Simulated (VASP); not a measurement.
# LiH in VASP: notebook

Aim: see how the results for LiH move with the level of theory and the settings. Levels: HSE06, PBE. Tasks: single point.

All numbers are computed with VASP 6.6.1; they aren't measurements. Logs are shortened: lines on timing, memory, paths and dates and some standing lists are left out, and cuts for length are marked.

## 1. The cell of the first run

The structure is trigonal, space group R-3m (No. 166). Conventional cell: a = 2.833 Å, b = 2.833 Å, c = 6.973 Å, α = 90.00°, β = 90.00°, γ = 120.00°. Li (site symmetry -3m) has 6 H at 2.01 Å within 2.7 Å. H (site symmetry -3m) has 6 Li at 2.01 Å within 2.7 Å.

## 2. Single point, HSE06 (strain along [111] +0.5%)

Contents of POSCAR:

```
LiH
1.0
    0.0066766495      2.0096714906      2.0096714906
    2.0096714906      0.0066766495      2.0096714906
    2.0096714906      2.0096714906      0.0066766495
Li H
1 1
Direct
    0.0000000000      0.0000000000      0.0000000000
    0.5000000000      0.5000000000      0.5000000000
```

Contents of INCAR.step1:

```
PREC = Accurate
ENCUT = 520
EDIFF = 1E-5
ISMEAR = 0
SIGMA = 0.01
LREAL = F
LASPH = T
NELM = 60
ALGO = Normal
ISIF = 2
LWAVE = T
GGA = PE
NBANDS = 9
```

Contents of INCAR.step2:

```
PREC = Accurate
ENCUT = 520
EDIFF = 1E-6
ISMEAR = 0
SIGMA = 0.01
LREAL = F
LASPH = T
NELM = 60
ALGO = Normal
ISIF = 2
LWAVE = F
LCHARG = T
GGA = PE
LHFCALC = T
HFSCREEN = 0.2079
PRECFOCK = Normal
LELF = T
LVHAR = T
ISTART = 1
NBANDS = 9
```

Contents of KPOINTS:

```
regular mesh
0
Gamma
  8 8 8
```

Potentials or basis: VASP PAW PBE potentials, release 64 (Li_sv, H).

Command:

```bash
$ cat potpaw_PBE.64/Li_sv/POTCAR potpaw_PBE.64/H/POTCAR > POTCAR
$ cp INCAR.step1 INCAR
$ mpirun -np 1 vasp_std > vasp.out
$ cp INCAR.step2 INCAR
$ mpirun -np 1 vasp_std > vasp.out
```

OUTCAR:

```text
PREC = Accurate
   ENCUT = 520
   EDIFF = 1E-6
   ISMEAR = 0
   LREAL = F
   LASPH = T
   NELM = 60
   ISIF = 2
   GGA = PE
   LHFCALC = T
   HFSCREEN = 0.2079
   PRECFOCK = Normal
   ISTART = 1

 ion  position               nearest neighbor table
   1  0.000  0.000  0.000-
   2  0.500  0.500  0.500-

  LATTYP: Found a trigonal (rhomboedric) cell.
 ALAT       =     2.8421125203
 COS(alpha) =     0.5033194815

  Lattice vectors:

 A1 = (   0.0066766495,   2.0096714906,   2.0096714906)
 A2 = (   2.0096714906,   0.0066766495,   2.0096714906)
 A3 = (   2.0096714906,   2.0096714906,   0.0066766495)

Analysis of symmetry for initial positions (statically):
=====================================================================
 Subroutine PRICEL returns:
 Original cell was already a primitive cell.

 Routine SETGRP: Setting up the symmetry group for a
 trigonal (rhombohedral) supercell.

 Subroutine GETGRP returns: Found 12 space group operations
 (whereof 12 operations were pure point group operations)
 out of a pool of 12 trial point group operations.

The static configuration has the point symmetry D_3d.

Analysis of symmetry for dynamics (positions and initial velocities):
=====================================================================
 Subroutine PRICEL returns:
 Original cell was already a primitive cell.

 Routine SETGRP: Setting up the symmetry group for a
 trigonal (rhombohedral) supercell.

 Subroutine GETGRP returns: Found 12 space group operations
 (whereof 12 operations were pure point group operations)
 out of a pool of 12 trial point group operations.

The dynamic configuration has the point symmetry D_3d.

 Subroutine INISYM returns: Found 12 space group operations
 (whereof 12 operations are pure point group operations),
 and found     1 'primitive' translations

----------------------------------------------------------------------------------------

                                     Primitive cell

  volume of cell :      16.1523

  direct lattice vectors                    reciprocal lattice vectors
     0.006676650  2.009671491  2.009671491    -0.250040178  0.249212231  0.249212231
     2.009671491  0.006676650  2.009671491     0.249212231 -0.250040178  0.249212231
     2.009671491  2.009671491  0.006676650     0.249212231  0.249212231 -0.250040178
[... 90 lines left out ...]
   ISIF   =      2    stress and relaxation
   ISYM   =      3    0-nonsym 1-usesym 2-fastsym
   POTIM  = 0.5000    time-step for ionic-motion
   TEBEG  =    0.0;   TEEND  =   0.0 temperature during run
   PSTRESS=    0.0 pullay stress
   NELECT =       4.0000    total number of electrons
   NUPDOWN=      -1.0000    fix difference up-down
   EMIN   =  10.00;   EMAX   =-10.00  energy-range for DOS
   EFERMI =   0.00;   METHOD = LEGACY
   ISMEAR =     0;   SIGMA  =   0.01  broadening in eV -4-tet -1-fermi 0-gaus
   EFERMI_NEDOS =   21; number of points for ismear=-14 and -15
   IALGO  =     38    algorithm
   IMIX   =      1    mixing-type and parameters
     AMIX     =   0.40;   BMIX     =  1.00
     AMIX_MAG =   1.60;   BMIX_MAG =  1.00
  volume/ion in A,a.u.               =       8.08        54.50
  Fermi-wavevector in a.u.,A,eV,Ry     =   1.028055  1.942742 14.379955  1.056897
  Thomas-Fermi vector in A             =   2.162032
   LORBIT       =      0    0 simple, 1 ext, 2 COOP (PROOUT), +10 PAW based schemes
   GGA     = PE    functional components
   LHFCALC =     T    Hartree Fock is set to
   PRECFOCK=normal    Normal, Fast or Accurate (Low or Medium for compatibility)
   ENCUT4O =  -1.0   cutoff for four orbital integrals eV
   NKREDX  =     1    reduce k-point grid by
   NKREDY  =     1    reduce k-point grid by
   NKREDZ  =     1    reduce k-point grid by
   AEXX    =    0.2500 exact exchange contribution
   HFSCREEN=    0.2079 screening length (either q_TF or 0.3 A-1)
   HFSCREENC=   0.2079 screening length for correlation (either q_TF or 0.3 A-1)
   ENCUTFOCK=  -1.0 apply spherical cutoff to Coloumb kernel
   IVDW    =     0    specifies the selected vdW correction
   LEPSILON=     F    determine dielectric tensor
   LRPA    =     F    only Hartree local field effects (RPA)
 non-spin polarized calculation
 Gauss-broadening in eV      SIGMA  =   0.01
  energy-cutoff  :      520.00
  volume of cell :       16.15
 maximum number of plane-waves:       445
 NGX is ok and might be reduce to    24
  NGX = 16; NGY = 16; NGZ = 16

 number of electron       3.9999995 magnetization

 Free energy of the ion-electron system (eV)
  ---------------------------------------------------
  ext. energy  EPLUGINS =         0.00000000
  ---------------------------------------------------
  free energy    TOTEN  =        -6.78618768 eV

  energy without entropy =       -6.78618768  energy(sigma->0) =       -6.78618768

 E-fermi :  -0.4198     XC(G=0):  -7.1160

 val. band max:       -0.6140617578   @ k =   0.5000   0.5000  -0.0000
 cond. band min:       3.3576309901   @ k =   0.5000   0.5000  -0.0000
 fundamental gap:      3.9716927479
 Fermi energy:        -0.4197930525

 k-point     1 :       0.0000    0.0000    0.0000
  band No.  band energies     occupation
      1     -47.9049      2.00000
      2      -6.6742      2.00000
      3      17.2894      0.00000
      4      18.7198      0.00000
      5      18.8678      0.00000
      6      18.8678      0.00000
      7      23.3004      0.00000
      8      23.4802      0.00000
      9      23.4802      0.00000
[... 265 lines left out ...]
 k-point    24 :       0.3750    0.1250    0.1250
  band No.  band energies     occupation
      1     -47.8693      2.00000
      2      -4.7520      2.00000
      3       9.2574      0.00000
      4      12.4530      0.00000
      5      16.9395      0.00000
      6      18.3448      0.00000
      7      21.7909      0.00000
      8      24.8218      0.00000
      9      26.0388      0.00000

 [... further k-points ...]
[... 5 lines left out ...]
  --------------------------------------------------------------------------------------
  -------------------------------------------------------------------------------------
  Total       -0.0881921     -0.0881921     -0.0881921     -0.0168247     -0.0168247     -0.0168247
  in kB       -8.7479169     -8.7479169     -8.7479169     -1.6688655     -1.6688655     -1.6688655
  external PRESSURE =      -8.7479169 kB  Pullay stress =       0.0000000 kB

 VOLUME and BASIS-vectors are now :
 -----------------------------------------------------------------------------
  energy-cutoff  :      520.00
  volume of cell :       16.15
      direct lattice vectors                 reciprocal lattice vectors
     0.006676650  2.009671491  2.009671491    -0.250040178  0.249212231  0.249212231
     2.009671491  0.006676650  2.009671491     0.249212231 -0.250040178  0.249212231
     2.009671491  2.009671491  0.006676650     0.249212231  0.249212231 -0.250040178

 POSITION                                       TOTAL-FORCE (eV/Angst)
 -----------------------------------------------------------------------------------
      0.00000      0.00000      0.00000         0.000000      0.000000     -0.000000
      2.01301      2.01301      2.01301         0.000000     -0.000000      0.000000
 -----------------------------------------------------------------------------------
    total drift:                               -0.000000     -0.000000     -0.000000

  FREE ENERGIE OF THE ION-ELECTRON SYSTEM (eV)
  ---------------------------------------------------
  free  energy   TOTEN  =        -6.7861876816 eV

  energy  without entropy=       -6.7861876816  energy(sigma->0) =       -6.78618768
```

OUTCAR.step1:

```text
PREC = Accurate
   ENCUT = 520
   EDIFF = 1E-5
   ISMEAR = 0
   LREAL = F
   LASPH = T
[... 510 lines left out ...]
 -----------------------------------------------------------------------------------
      0.00000      0.00000      0.00000         0.000000     -0.000000     -0.000000
      2.01301      2.01301      2.01301        -0.000000      0.000000      0.000000
 -----------------------------------------------------------------------------------
    total drift:                                0.000000     -0.000000     -0.000000

  FREE ENERGIE OF THE ION-ELECTRON SYSTEM (eV)
  ---------------------------------------------------
  free  energy   TOTEN  =        -6.1268463501 eV

  energy  without entropy=       -6.1268463501  energy(sigma->0) =       -6.12684635
```

OSZICAR.step1:

```text
N       E                     dE             d eps       ncg     rms          rms(c)
DAV:   1    -0.156936777766E+01   -0.15694E+01   -0.14301E+03  1202   0.404E+02
DAV:   2    -0.631606277927E+01   -0.47467E+01   -0.47172E+01  1667   0.551E+01
DAV:   3    -0.636912092247E+01   -0.53058E-01   -0.53037E-01  1430   0.508E+00
DAV:   4    -0.636931152006E+01   -0.19060E-03   -0.19058E-03  1620   0.285E-01
DAV:   5    -0.636931224125E+01   -0.72119E-06   -0.72118E-06  1432   0.116E-02    0.287E+00
DAV:   6    -0.618624720436E+01    0.18307E+00   -0.14909E-01  1300   0.120E+00    0.144E+00
DAV:   7    -0.612508565695E+01    0.61162E-01   -0.19237E-01  1352   0.154E+00    0.220E-01
DAV:   8    -0.612688214910E+01   -0.17965E-02   -0.43092E-03  1370   0.429E-01    0.427E-02
DAV:   9    -0.612684660560E+01    0.35544E-04   -0.15312E-04  1501   0.481E-02    0.645E-03
DAV:  10    -0.612684635008E+01    0.25552E-06   -0.60979E-06  1118   0.179E-02
   1 F= -.61268464E+01 E0= -.61268464E+01  d E =0.000000E+00
```

It took 6.4 min on 1 thread of Intel Xeon Platinum 8259CL at 2.50GHz (Skylake/Cascade Lake), shared host; peak memory 0.25 GiB.

Results:

| Quantity | Value |
| --- | --- |
| Free energy | -6.7862 eV |
| Band gap on the k mesh | 3.97 eV |

Caveat: the cell differs from its parent crystal (strain along [111] +0.5%); the cutoff is under 1.25 times the usual one of these potentials, so pressure, stress and relaxed cells hold a basis-set (Pulay) error; the PAW data sets were made with another functional, which shifts forces and pressure a little.

## 3. Single point, HSE06 (shear xy strain +0.5%)

Contents of POSCAR:

```
LiH
1.0
    0.0050074871      2.0029948411      2.0029948411
    2.0029948411      0.0050074871      2.0029948411
    2.0080023282      2.0080023282      0.0000000000
Li H
1 1
Direct
    0.0000000000      0.0000000000      0.0000000000
    0.5000000000      0.5000000000      0.5000000000
```

Contents of INCAR.step1:

```
PREC = Accurate ; ENCUT = 520
EDIFF = 1E-5 ; ISMEAR = 0
SIGMA = 0.01 ; LREAL = False
LASPH = True ; NELM = 100
ALGO = Normal ; ISIF = 2
LWAVE = True ; NBANDS = 9
GGA = PE
```

Contents of INCAR.step2:

```
PREC = Accurate ; ENCUT = 520
EDIFF = 1E-6 ; ISMEAR = 0
SIGMA = 0.01 ; LREAL = False
LASPH = True ; NELM = 100
ALGO = Normal ; ISIF = 2
LWAVE = False ; LCHARG = True
GGA = PE ; LHFCALC = True
HFSCREEN = 0.2079 ; PRECFOCK = Normal
LELF = True ; LVHAR = True
NBANDS = 9 ; ISTART = 1
```

KPOINTS is that of step 2.

Potentials or basis: VASP PAW PBE potentials, release 64 (Li_sv, H).

Command:

```bash
$ cat potpaw_PBE.64/Li_sv/POTCAR potpaw_PBE.64/H/POTCAR > POTCAR
$ cp INCAR.step1 INCAR
$ mpirun -np 1 vasp_std > vasp.out
$ cp INCAR.step2 INCAR
$ mpirun -np 1 vasp_std > vasp.out
```

It took 9.4 min on 1 thread of Intel Xeon Platinum 8259CL at 2.50GHz (Skylake/Cascade Lake), shared host; peak memory 0.25 GiB.

The run converged. Its results:

* Free energy: -6.7865 eV
* Band gap on the k mesh: 3.97 eV

Levels at points of the mesh, in eV from the valence-band top:
| k point | band 1 | band 2 | band 3 | band 4 | band 5 | band 6 | band 7 |
| --- | --- | --- | --- | --- | --- | --- | --- |
| (0.00, 0.00, 0.00) | -47.29 | -6.08 | 17.97 | 19.41 | 19.48 | 19.56 | 24.01 |
| (0.50, 0.00, 0.00) | -47.23 | -2.86 | 5.98 | 15.24 | 17.98 | 18.02 | 20.56 |
| (0.50, 0.50, 0.00) | -47.22 | 0.00 | 3.97 | 12.10 | 12.27 | 15.29 | 18.97 |
| (0.00, 0.00, 0.50) | -47.23 | -2.90 | 5.95 | 15.31 | 18.05 | 18.09 | 20.64 |
| (0.50, 0.00, 0.50) | -47.22 | 0.00 | 3.97 | 12.18 | 12.18 | 15.29 | 18.96 |

Caveat: the cell differs from its parent crystal (shear xy strain +0.5%); the cutoff is under 1.25 times the usual one of these potentials, so pressure, stress and relaxed cells hold a basis-set (Pulay) error; the PAW data sets were made with another functional, which shifts forces and pressure a little.

## 4. Single point, PBE (strain +3.0%)

Contents of INCAR:

```
SYSTEM = LiH
ALGO     = Normal         ! electronic algorithm
EDIFF    = 1E-6           ! SCF threshold, eV
ENCUT    = 520            ! plane-wave cutoff, eV
GGA      = PE             ! functional
ISIF     = 2              ! what is computed and relaxed
ISMEAR   = 0              ! smearing method
LASPH    = .True.         ! aspherical terms in the spheres
LCHARG   = .False.        ! write CHGCAR
LREAL    = .False.        ! projectors in reciprocal space
LWAVE    = .False.        ! write WAVECAR
NBANDS   = 9              ! bands
NELM     = 100            ! most SCF steps
PREC     = Accurate       ! precision mode
SIGMA    = 0.01           ! smearing width, eV
```

Contents of KPOINTS:

```
k-points
0
Gamma
  6 6 6
  0 0 0
```

Contents of POSCAR:

```
LiH
1.0
    0.0000000000      2.0630846863      2.0630846863
    2.0630846863      0.0000000000      2.0630846863
    2.0630846863      2.0630846863      0.0000000000
Li H
1 1
Direct
    0.0000000000      0.0000000000      0.0000000000
    0.5000000000      0.5000000000      0.5000000000
```

Command:

```bash
$ cat potpaw_PBE.64/Li_sv/POTCAR potpaw_PBE.64/H/POTCAR > POTCAR
$ mpirun -np 1 vasp_std > vasp.out
```

Wall time 6.5 s (1 thread of Intel Xeon 8259CL, shared host); peak memory 0.13 GiB.

Results (log left out):

```yaml
Free_energy: -6.1128 eV
Band_gap_on_the_k_mesh: 3.03 eV
```

Levels at points of the mesh, in eV from the valence-band top:
| k point | band 1 | band 2 | band 3 | band 4 | band 5 | band 6 | band 7 |
| --- | --- | --- | --- | --- | --- | --- | --- |
| (0.00, 0.00, 0.00) | -44.39 | -5.11 | 15.00 | 17.02 | 17.02 | 17.02 | 21.58 |
| (0.50, 0.00, 0.00) | -44.36 | -2.39 | 4.72 | 12.93 | 15.72 | 15.72 | 18.23 |
| (0.50, 0.50, 0.00) | -44.35 | 0.00 | 3.03 | 10.40 | 10.40 | 13.45 | 16.09 |

Caveat: the k points lie up to 0.44 Å⁻¹ apart; the cell differs from its parent crystal (strain +3.0%); the cutoff is under 1.25 times the usual one of these potentials, so pressure, stress and relaxed cells hold a basis-set (Pulay) error.

## 5. Overview

```csv
level,cell,k mesh,grid for exact exchange (PRECFOCK),share of exact exchange,screening parameter,gap on the mesh (eV)
HSE06,"a = 2.842 Å, angles 59.8°, 2 atoms",8 × 8 × 8,Normal,0.25,0.2079 1/Å,3.97
HSE06,"a = 2.833, b = 2.833, c = 2.840 Å, angles 59.9, 59.9, 59.8°, 2 atoms",8 × 8 × 8,Normal,0.25,0.2079 1/Å,3.97
PBE,"a = 2.918 Å, angles 60.0°, 2 atoms",6 × 6 × 6,-,-,-,3.03
```

Alike in all rows: task single point; potentials or basis VASP PAW PBE potentials, release 64 (Li_sv, H); no spin polarisation; cutoff (eV) 520; smearing gaussian 0.01 eV.

Caveats: some runs use coarse meshes; the cutoff is under 1.25 times the usual one of these potentials, so pressure, stress and relaxed cells hold a basis-set (Pulay) error; the PAW data sets were made with another functional, which shifts forces and pressure a little (at least some runs).

Absolute energies hang on the potentials; compare differences alone.
